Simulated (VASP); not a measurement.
# Si in VASP: notebook, part 2 of 2

VASP 6.6.1. Earlier steps stand in the parts before.

**3. Single point, HSE06 (uniaxial z strain -2.0%)**

Contents of POSCAR:

```
Si
1.0
    0.0000000000      2.7221188956      2.6676765177
    2.7221188956      0.0000000000      2.6676765177
    2.7221188956      2.7221188956      0.0000000000
Si
2
Direct
    0.0000000000      0.0000000000      0.0000000000
    0.2500000000      0.2500000000      0.2500000000
```

Contents of INCAR.step1:

```
SYSTEM = Si
PREC = Accurate
ENCUT = 520
EDIFF = 1E-5
ISMEAR = 0
SIGMA = 0.01
LREAL = .False.
LASPH = .True.
NELM = 80
ALGO = Normal
ISIF = 2
LWAVE = .True.
LCHARG = .False.
GGA = PE
NBANDS = 11
```

Contents of INCAR.step2:

```
SYSTEM = Si
PREC = Accurate
ENCUT = 520
EDIFF = 1E-7
ISMEAR = 0
SIGMA = 0.01
LREAL = .False.
LASPH = .True.
NELM = 80
ALGO = Normal
ISIF = 2
LWAVE = .False.
LCHARG = .False.
GGA = PE
LHFCALC = .True.
HFSCREEN = 0.2079
PRECFOCK = Normal
ISTART = 1
NBANDS = 11
```

Contents of KPOINTS:

```
regular mesh
0
Gamma
  6 6 6
  0 0 0
```

Potentials or basis: VASP PAW PBE potentials, release 64 (Si).

Run with:

```bash
$ cat potpaw_PBE.64/Si/POTCAR > POTCAR
$ cp INCAR.step1 INCAR
$ mpirun -np 1 vasp_std > vasp.out
$ cp INCAR.step2 INCAR
$ mpirun -np 1 vasp_std > vasp.out
```

OUTCAR:

```text
SYSTEM = Si
   PREC = Accurate
   ENCUT = 520
   EDIFF = 1E-7
   ISMEAR = 0
   LREAL = .False.
   LASPH = .True.
   NELM = 80
   ISIF = 2
   GGA = PE
   LHFCALC = .True.
   HFSCREEN = 0.2079
   PRECFOCK = Normal
   ISTART = 1

 ion  position               nearest neighbor table
   1  0.000  0.000  0.000-   2 2.34   2 2.34   2 2.34   2 2.34
   2  0.250  0.250  0.250-   1 2.34   1 2.34   1 2.34   1 2.34

  LATTYP: Found a body centered tetragonal cell.
 ALAT       =     3.8496574605
 C/A-ratio  =     1.3859292911
[... 537 lines left out ...]

  FORCE on cell =-STRESS in cart. coord.  units (eV):
  Direction    XX          YY          ZZ          XY          YZ          ZX
  --------------------------------------------------------------------------------------
  -------------------------------------------------------------------------------------
  Total        0.1991852      0.1991852      0.7151845      0.0000000      0.0000000      0.0000000
  in kB        8.0721713      8.0721713     28.9835335      0.0000000      0.0000000      0.0000000
  external PRESSURE =      15.0426254 kB  Pullay stress =       0.0000000 kB

 VOLUME and BASIS-vectors are now :
 -----------------------------------------------------------------------------
  energy-cutoff  :      520.00
  volume of cell :       39.53
      direct lattice vectors                 reciprocal lattice vectors
     0.000000000  2.722118896  2.667676518    -0.183680441  0.183680441  0.187429022
     2.722118896  0.000000000  2.667676518     0.183680441 -0.183680441  0.187429022
     2.722118896  2.722118896  0.000000000     0.183680441  0.183680441 -0.187429022

 POSITION                                       TOTAL-FORCE (eV/Angst)
 -----------------------------------------------------------------------------------
      0.00000      0.00000      0.00000         0.000000      0.000000      0.000000
      1.36106      1.36106      1.33384         0.000000      0.000000      0.000000
 -----------------------------------------------------------------------------------
    total drift:                               -0.000000      0.000000     -0.000000

  FREE ENERGIE OF THE ION-ELECTRON SYSTEM (eV)
  ---------------------------------------------------
  free  energy   TOTEN  =       -12.5266885649 eV

  energy  without entropy=      -12.5266885649  energy(sigma->0) =      -12.52668856
```

OUTCAR.step1:

```text
SYSTEM = Si
   PREC = Accurate
   ENCUT = 520
   EDIFF = 1E-5
   ISMEAR = 0
   LREAL = .False.
   LASPH = .True.
[... 560 lines left out ...]
      0.00000      0.00000      0.00000         0.000000      0.000000      0.000000
      1.36106      1.36106      1.33384        -0.000000     -0.000000      0.000000
 -----------------------------------------------------------------------------------
    total drift:                                0.000000      0.000000     -0.000000

  FREE ENERGIE OF THE ION-ELECTRON SYSTEM (eV)
  ---------------------------------------------------
  free  energy   TOTEN  =       -10.8093597312 eV

  energy  without entropy=      -10.8093597312  energy(sigma->0) =      -10.80935973
```

OSZICAR.step1:

```text
N       E                     dE             d eps       ncg     rms          rms(c)
DAV:   1     0.634558663812E+01    0.63456E+01   -0.32649E+03   660   0.567E+02
DAV:   2    -0.104837965420E+02   -0.16829E+02   -0.16273E+02   896   0.863E+01
DAV:   3    -0.109974193111E+02   -0.51362E+00   -0.51217E+00   860   0.121E+01
DAV:   4    -0.110010990217E+02   -0.36797E-02   -0.36793E-02   797   0.132E+00
DAV:   5    -0.110011327637E+02   -0.33742E-04   -0.33742E-04   852   0.115E-01    0.498E+00
DAV:   6    -0.108680202832E+02    0.13311E+00   -0.76142E-02   741   0.114E+00    0.304E+00
DAV:   7    -0.108077969514E+02    0.60223E-01   -0.14547E-01   759   0.169E+00    0.197E-01
DAV:   8    -0.108091209570E+02   -0.13240E-02   -0.62915E-03   753   0.431E-01    0.827E-02
DAV:   9    -0.108093331917E+02   -0.21223E-03   -0.20157E-04   812   0.873E-02    0.607E-02
DAV:  10    -0.108093590705E+02   -0.25879E-04   -0.21838E-05   772   0.271E-02    0.572E-03
DAV:  11    -0.108093597312E+02   -0.66068E-06   -0.21520E-06   505   0.779E-03
   1 F= -.10809360E+02 E0= -.10809360E+02  d E =-.408518E-36
```

It took 23 min on 1 thread of Intel Xeon Platinum 8259CL at 2.50GHz (Skylake/Cascade Lake), shared host; peak memory 0.27 GiB.

What came out:

- Free energy: -12.5267 eV
- Pressure: 1.5 GPa
- Band gap on the k mesh: 1.06 eV (least direct gap 3.19 eV)

Caveat: the cell differs from its parent crystal (uniaxial z strain -2.0%); the PAW data sets were made with another functional, which shifts forces and pressure a little. A k mesh can miss the band edges.

**4. Single point, HSE06**

This run uses another cell than the first one, of 20.17 Å³/atom.

Contents of POSCAR:

```
Si
1.0
    0.0000000000      2.7221188956      2.7221188956
    2.7221188956      0.0000000000      2.7221188956
    2.7221188956      2.7221188956      0.0000000000
Si
2
Direct
    0.0000000000      0.0000000000      0.0000000000
    0.2500000000      0.2500000000      0.2500000000
```

Contents of INCAR.step1:

```
  PREC = Accurate
  ENCUT = 520
  EDIFF = 1E-5
  ISMEAR = 0
  SIGMA = 0.01
  LREAL = False
  LASPH = True
  NELM = 100
  ALGO = Normal
  ISIF = 2
  LWAVE = True
  LCHARG = False
  NBANDS = 11
  GGA = PE
```

Contents of INCAR.step2:

```
  PREC = Accurate
  ENCUT = 520
  EDIFF = 1E-6
  ISMEAR = 0
  SIGMA = 0.01
  LREAL = False
  LASPH = True
  NELM = 100
  ALGO = Normal
  ISIF = 2
  LWAVE = False
  LCHARG = False
  GGA = PE
  LHFCALC = True
  HFSCREEN = 0.2079
  PRECFOCK = Normal
  NBANDS = 11
  ISTART = 1
```

Contents of KPOINTS:

```
regular mesh
0
Gamma
  6 6 6
```

Run with:

```bash
$ cat potpaw_PBE.64/Si/POTCAR > POTCAR
$ cp INCAR.step1 INCAR
$ mpirun -np 1 vasp_std > vasp.out
$ cp INCAR.step2 INCAR
$ mpirun -np 1 vasp_std > vasp.out
```

Wall time 3.8 min (1 thread of Intel Xeon 6975P-C (Granite Rapids), shared host); peak memory 0.27 GiB.

It converged, with:

| Quantity | Value |
| --- | --- |
| Free energy | -12.5327 eV |
| Pressure | -0.5 GPa |
| Band gap on the k mesh | 1.31 eV (least direct gap 3.32 eV) |

Levels at points of the mesh, in eV from the valence-band top:
```csv
k point,band 2,band 3,band 4,band 5,band 6,band 7
"(0.00, 0.00, 0.00)",0.00,0.00,0.00,3.32,3.32,3.32
"(0.50, 0.00, 0.00)",-7.67,-1.30,-1.30,2.22,4.14,4.14
"(0.50, 0.50, 0.00)",-8.64,-3.11,-3.11,1.31,1.31,11.42
```

Caveat: the PAW data sets were made with another functional, which shifts forces and pressure a little.

**5. Overview**

```csv
cell,gap on the mesh (eV),pressure (GPa)
"a = 3.792, b = 3.792, c = 3.850 Å, angles 59.5, 59.5, 61.0°, 2 atoms",0.93,2.6
"a = 3.811, b = 3.811, c = 3.850 Å, angles 59.7, 59.7, 60.7°, 2 atoms",1.06,1.5
"a = 3.850 Å, angles 60.0°, 2 atoms",1.31,-0.5
```

Alike in all rows: task single point; level HSE06; potentials or basis VASP PAW PBE potentials, release 64 (Si); no spin polarisation; k mesh 6 × 6 × 6; cutoff (eV) 520; smearing gaussian 0.01 eV.

Caveats: the PAW data sets were made with another functional, which shifts forces and pressure a little.

Absolute energies hang on the potentials; compare differences alone.
